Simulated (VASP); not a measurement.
# Bi (Im-3m) in VASP: a series of runs

Runs on Bi. Level: PBE. Tasks: single point.

Everything below comes from runs of VASP 6.6.1. Logs are shortened: lines on timing, memory, paths and dates and some standing lists are left out, and cuts for length are marked.

**1. The cell of the first run**

It takes space group Im-3m (No. 229, cubic). Conventional cell: a = 4.038 Å, b = 4.038 Å, c = 4.038 Å, α = 90.00°, β = 90.00°, γ = 90.00°. Bi (site symmetry m-3m) has 14 Bi at 3.50 to 4.04 Å within 4.6 Å.

This isn't the form of Bi at room conditions, which is rhombohedral.

**2. Single point, PBE (32.93 Å³/atom)**

The input, INCAR:

```
ALGO = Normal
EDIFF = 1E-7
ENCUT = 520
GGA = PE
ISIF = 2
ISMEAR = -1
LASPH = T
LCHARG = F
LREAL = F
LWAVE = F
NBANDS = 14
NELM = 60
PREC = Accurate
SIGMA = 0.1
```

The input, KPOINTS:

```
k-points
0
Gamma
  18 18 18
```

The input, POSCAR:

```
Bi
1.0
   -2.0190899776      2.0190899776      2.0190899776
    2.0190899776     -2.0190899776      2.0190899776
    2.0190899776      2.0190899776     -2.0190899776
Bi
1
Direct
    0.0000000000      0.0000000000      0.0000000000
```

Potentials or basis: VASP PAW PBE potentials, release 64 (Bi_d).

Started as:

```sh
$ cat potpaw_PBE.64/Bi_d/POTCAR > POTCAR
$ mpirun -np 1 vasp_std > vasp.out
```

OUTCAR:

```text
EDIFF = 1E-7
   ENCUT = 520
   GGA = PE
   ISIF = 2
   ISMEAR = -1
   LASPH = T
   LREAL = F
   NELM = 60
   PREC = Accurate

 ion  position               nearest neighbor table
   1  0.000  0.000  0.000-

  LATTYP: Found a body centered cubic cell.
 ALAT       =     4.0381799552

  Lattice vectors:

 A1 = (  -2.0190899776,   2.0190899776,   2.0190899776)
 A2 = (   2.0190899776,  -2.0190899776,   2.0190899776)
 A3 = (   2.0190899776,   2.0190899776,  -2.0190899776)

Analysis of symmetry for initial positions (statically):
=====================================================================
 Subroutine PRICEL returns:
 Original cell was already a primitive cell.

 Routine SETGRP: Setting up the symmetry group for a
 body centered cubic supercell.

 Subroutine GETGRP returns: Found 48 space group operations
 (whereof 48 operations were pure point group operations)
 out of a pool of 48 trial point group operations.

The static configuration has the point symmetry O_h .

Analysis of symmetry for dynamics (positions and initial velocities):
=====================================================================
 Subroutine PRICEL returns:
 Original cell was already a primitive cell.

 Routine SETGRP: Setting up the symmetry group for a
 body centered cubic supercell.

 Subroutine GETGRP returns: Found 48 space group operations
 (whereof 48 operations were pure point group operations)
 out of a pool of 48 trial point group operations.

The dynamic configuration has the point symmetry O_h .

 Subroutine INISYM returns: Found 48 space group operations
 (whereof 48 operations are pure point group operations),
 and found     1 'primitive' translations

----------------------------------------------------------------------------------------

                                     Primitive cell

  volume of cell :      32.9251

  direct lattice vectors                    reciprocal lattice vectors
    -2.019089978  2.019089978  2.019089978     0.000000000  0.247636314  0.247636314
     2.019089978 -2.019089978  2.019089978     0.247636314  0.000000000  0.247636314
     2.019089978  2.019089978 -2.019089978     0.247636314  0.247636314  0.000000000

  length of vectors
     3.497166426  3.497166426  3.497166426     0.350210634  0.350210634  0.350210634

  position of ions in fractional coordinates (direct lattice)
     0.000000000  0.000000000  0.000000000

  ion indices of the primitive-cell ions
   primitive index   ion index
                 1           1

----------------------------------------------------------------------------------------

 KPOINTS: k-points

Automatic generation of k-mesh.
 Grid dimensions read from file:
 generate k-points for:   18   18   18

 Generating k-lattice:

  Cartesian coordinates                     Fractional coordinates (reciprocal lattice)
     0.000000000  0.013757573  0.013757573     0.055555556  0.000000000  0.000000000
     0.013757573  0.000000000  0.013757573     0.000000000  0.055555556  0.000000000
     0.013757573  0.013757573  0.000000000     0.000000000  0.000000000  0.055555556

  Length of vectors
     0.019456146  0.019456146  0.019456146

  Shift w.r.t. Gamma in fractional coordinates (k-lattice)
     0.000000000  0.000000000  0.000000000

 Subroutine IBZKPT returns following result:
 ===========================================

 Found    195 irreducible k-points:

 Following reciprocal coordinates:
            Coordinates               Weight
  0.000000  0.000000  0.000000      1.000000
  0.055556  0.000000  0.000000     12.000000
  0.111111  0.000000  0.000000     12.000000
  0.166667  0.000000  0.000000     12.000000
  0.222222  0.000000  0.000000     12.000000
  0.277778  0.000000  0.000000     12.000000
[... 16 lines left out ...]
  0.333333  0.111111  0.000000     48.000000
  0.388889  0.111111  0.000000     48.000000
 [... further k-points ...]
   k-points           NKPTS =    195   k-points in BZ     NKDIM =    195   number of bands    NBANDS=     14
   number of dos      NEDOS =    301   number of ions     NIONS =      1
   total plane-waves  NPLWV =  21952
   dimension x,y,z NGX =    28 NGY =   28 NGZ =   28
   dimension x,y,z NGXF=    56 NGYF=   56 NGZF=   56
   ions per type =               1
   NGX,Y,Z   is equivalent  to a cutoff of  13.31, 13.31, 13.31 a.u.
   NGXF,Y,Z  is equivalent  to a cutoff of  26.62, 26.62, 26.62 a.u.
 SYSTEM =  unknown system
   PREC   = accura    normal or accurate (medium, high low for compatibility)
   ISTART =      0    job   : 0-new  1-cont  2-samecut
   ICHARG =      2    charge: 1-file 2-atom 10-const
   ISPIN  =      1    spin polarized calculation?
   LNONCOLLINEAR =      F non collinear calculations
   LSORBIT =      F    spin-orbit coupling
   LASPH  =      T    aspherical Exc in radial PAW
   ENCUT  =  520.0 eV  38.22 Ry    6.18 a.u.   6.50  6.50  6.50*2*pi/ulx,y,z
   NELM   =     60;   NELMIN=  2; NELMDL= -5     # of ELM steps
   EDIFF  = 0.1E-06   stopping-criterion for ELM
   LREAL  =      F    real-space projection
   EDIFFG = 0.1E-05   stopping-criterion for IOM
   NSW    =      0    number of steps for IOM
   IBRION =     -1    ionic relax: 0-MD 1-quasi-New 2-CG
   NFREE  =      0    steps in history (QN), initial steepest desc. (CG)
   ISIF   =      2    stress and relaxation
   ISYM   =      2    0-nonsym 1-usesym 2-fastsym
   POTIM  = 0.5000    time-step for ionic-motion
   TEBEG  =    0.0;   TEEND  =   0.0 temperature during run
   PSTRESS=    0.0 pullay stress
   NELECT =      15.0000    total number of electrons
   NUPDOWN=      -1.0000    fix difference up-down
   EMIN   =  10.00;   EMAX   =-10.00  energy-range for DOS
   EFERMI =   0.00;   METHOD = LEGACY
   ISMEAR =    -1;   SIGMA  =   0.10  broadening in eV -4-tet -1-fermi 0-gaus
   EFERMI_NEDOS =   21; number of points for ismear=-14 and -15
   IALGO  =     38    algorithm
   IMIX   =      4    mixing-type and parameters
     AMIX     =   0.40;   BMIX     =  1.00
     AMIX_MAG =   1.60;   BMIX_MAG =  1.00
  volume/ion in A,a.u.               =      32.93       222.19
  Fermi-wavevector in a.u.,A,eV,Ry     =   1.259688  2.380465 21.589905  1.586813
  Thomas-Fermi vector in A             =   2.393235
   LORBIT       =      0    0 simple, 1 ext, 2 COOP (PROOUT), +10 PAW based schemes
   GGA     = PE    functional components
   LHFCALC =     F    Hartree Fock is set to
   AEXX    =    0.0000 exact exchange contribution
   IVDW    =     0    specifies the selected vdW correction
   LEPSILON=     F    determine dielectric tensor
   LRPA    =     F    only Hartree local field effects (RPA)
 non-spin polarized calculation
  energy-cutoff  :      520.00
  volume of cell :       32.93
 maximum number of plane-waves:       935
 NGX is ok and might be reduce to    28
   NGX = 13   NGY = 13   NGZ = 13

 number of electron      15.0000006 magnetization

 Free energy of the ion-electron system (eV)
  ---------------------------------------------------
  ext. energy  EPLUGINS =         0.00000000
  ---------------------------------------------------
  free energy    TOTEN  =        -3.75880688 eV

  energy without entropy =       -3.73440925  energy(sigma->0) =       -3.74660807

 E-fermi :   7.2255     XC(G=0): -10.0262

 val. band max:        7.2220346134   @ k =  -0.3889   0.3889   0.2778
 cond. band min:       7.2272709550   @ k =  -0.4444   0.4444   0.2778
 fundamental gap:      0.0052363416
 Fermi energy:         7.2255484159

 k-point     1 :       0.0000    0.0000    0.0000
  band No.  band energies     occupation
      1     -15.7684      2.00000
      2     -15.7684      2.00000
      3     -15.7684      2.00000
      4     -15.6621      2.00000
      5     -15.6621      2.00000
      6      -5.9148      2.00000
      7      11.9557      0.00000
      8      11.9557      0.00000
      9      11.9557      0.00000
     10      15.6604      0.00000
     11      17.6868      0.00000
     12      17.6868      0.00000
     13      17.6868      0.00000
     14      18.5648      0.00000

 k-point     2 :       0.0556    0.0000    0.0000
  band No.  band energies     occupation
      1     -15.7694      2.00000
      2     -15.7666      2.00000
      3     -15.7632      2.00000
      4     -15.6632      2.00000
      5     -15.6623      2.00000
      6      -5.8624      2.00000
      7      11.3432      0.00000
      8      11.7941      0.00000
      9      11.9124      0.00000
     10      16.0953      0.00000
     11      17.0568      0.00000
     12      17.2701      0.00000
     13      17.5722      0.00000
     14      18.8014      0.00000

 k-point     3 :       0.1111    0.0000    0.0000
  band No.  band energies     occupation
      1     -15.7721      2.00000
      2     -15.7617      2.00000
      3     -15.7483      2.00000
      4     -15.6664      2.00000
      5     -15.6629      2.00000
      6      -5.7063      2.00000
      7      10.0562      0.00000
      8      11.3759      0.00000
      9      11.7854      0.00000
     10      15.8433      0.00000
     11      16.6762      0.00000
     12      17.3576      0.00000
     13      17.4011      0.00000
     14      19.4431      0.00000

 k-point     4 :       0.1667    0.0000    0.0000
  band No.  band energies     occupation
      1     -15.7764      2.00000
      2     -15.7548      2.00000
      3     -15.7252      2.00000
      4     -15.6707      2.00000
      5     -15.6637      2.00000
      6      -5.4497      2.00000
      7       8.5957      0.00000
      8      10.8302      0.00000
      9      11.5874      0.00000
     10      15.0755      0.00000
     11      16.1398      0.00000
     12      17.3575      0.00000
     13      18.1536      0.00000
     14      20.2916      0.00000

 k-point     5 :       0.2222    0.0000    0.0000
  band No.  band energies     occupation
      1     -15.7816      2.00000
      2     -15.7479      2.00000
      3     -15.6968      2.00000
      4     -15.6746      2.00000
      5     -15.6648      2.00000
      6      -5.0998      2.00000
      7       7.1340      1.42808
      8      10.2621      0.00000
      9      11.3445      0.00000
     10      14.4199      0.00000
     11      15.6839      0.00000
[... 276 lines left out ...]
 k-point    22 :       0.2778    0.1111    0.0000
  band No.  band energies     occupation
      1     -15.7842      2.00000
      2     -15.7398      2.00000
      3     -15.6776      2.00000
      4     -15.6690      2.00000
      5     -15.6371      2.00000
      6      -4.0633      2.00000
      7       4.5554      2.00000
      8       8.3623      0.00002
      9      10.3011      0.00000
     10      14.3274      0.00000
     11      16.1261      0.00000
     12      17.5048      0.00000
     13      20.5670      0.00000
     14      22.0330      0.00000

 k-point    23 :       0.3333    0.1111    0.0000
  band No.  band energies     occupation
      1     -15.7879      2.00000
      2     -15.7386      2.00000
      3     -15.6742      2.00000
      4     -15.6699      2.00000
      5     -15.6180      2.00000
      6      -3.5990      2.00000
      7       3.5951      2.00000
      8       7.9838      0.00102
      9      10.1021      0.00000
     10      14.0757      0.00000
     11      16.0739      0.00000
     12      17.9037      0.00000
     13      20.5859      0.00000
     14      23.4403      0.00000

 k-point    24 :       0.3889    0.1111    0.0000
  band No.  band energies     occupation
      1     -15.7902      2.00000
      2     -15.7390      2.00000
      3     -15.6720      2.00000
      4     -15.6692      2.00000
      5     -15.6054      2.00000
      6      -3.2325      2.00000
      7       2.9228      2.00000
      8       7.7561      0.00988
      9       9.9772      0.00000
     10      13.9248      0.00000
     11      16.0085      0.00000
     12      18.4206      0.00000
     13      20.2273      0.00000
     14      23.6300      0.00000

 [... further k-points ...]

------------------------ aborting loop because EDIFF is reached ----------------------------------------

  FORCE on cell =-STRESS in cart. coord.  units (eV):
  Direction    XX          YY          ZZ          XY          YZ          ZX
  --------------------------------------------------------------------------------------
  -------------------------------------------------------------------------------------
  Total       -0.3956612     -0.3956612     -0.3956612      0.0000000      0.0000000     -0.0000000
  in kB      -19.2533841    -19.2533841    -19.2533841      0.0000000      0.0000000     -0.0000000
  external PRESSURE =     -19.2533841 kB  Pullay stress =       0.0000000 kB

 VOLUME and BASIS-vectors are now :
 -----------------------------------------------------------------------------
  energy-cutoff  :      520.00
  volume of cell :       32.93
      direct lattice vectors                 reciprocal lattice vectors
    -2.019089978  2.019089978  2.019089978     0.000000000  0.247636314  0.247636314
     2.019089978 -2.019089978  2.019089978     0.247636314  0.000000000  0.247636314
     2.019089978  2.019089978 -2.019089978     0.247636314  0.247636314  0.000000000

 POSITION                                       TOTAL-FORCE (eV/Angst)
 -----------------------------------------------------------------------------------
      0.00000      0.00000      0.00000         0.000000      0.000000      0.000000
 -----------------------------------------------------------------------------------
    total drift:                               -0.000000     -0.000000     -0.000000

  FREE ENERGIE OF THE ION-ELECTRON SYSTEM (eV)
  ---------------------------------------------------
  free  energy   TOTEN  =        -3.7588068792 eV

  energy  without entropy=       -3.7344092524  energy(sigma->0) =       -3.74660807
```

Wall time 1.8 min (1 thread of Intel Xeon 8259CL, shared host); peak memory 0.22 GiB.

Results:

* Free energy: -3.7588 eV
* Pressure: -1.9 GPa
* Band gap on the k mesh: zero (an odd number of electrons rules out a gap without spin polarisation)

Levels at points of the mesh, in eV from the Fermi level:
```csv
k point,band 5,band 6,band 7,band 8,band 9,band 10
"(0.00, 0.00, 0.00)",-22.89,-13.14,4.73,4.73,4.73,8.43
"(0.50, 0.00, 0.00)",-22.82,-10.40,-4.74,1.47,3.30,5.78
"(0.50, 0.50, 0.50)",-22.83,-8.53,-1.68,-1.68,-1.68,3.59
```

Caveat: spin-orbit coupling is left out, which moves the levels of the heavy elements.

(Continued in part 2 of 2.)
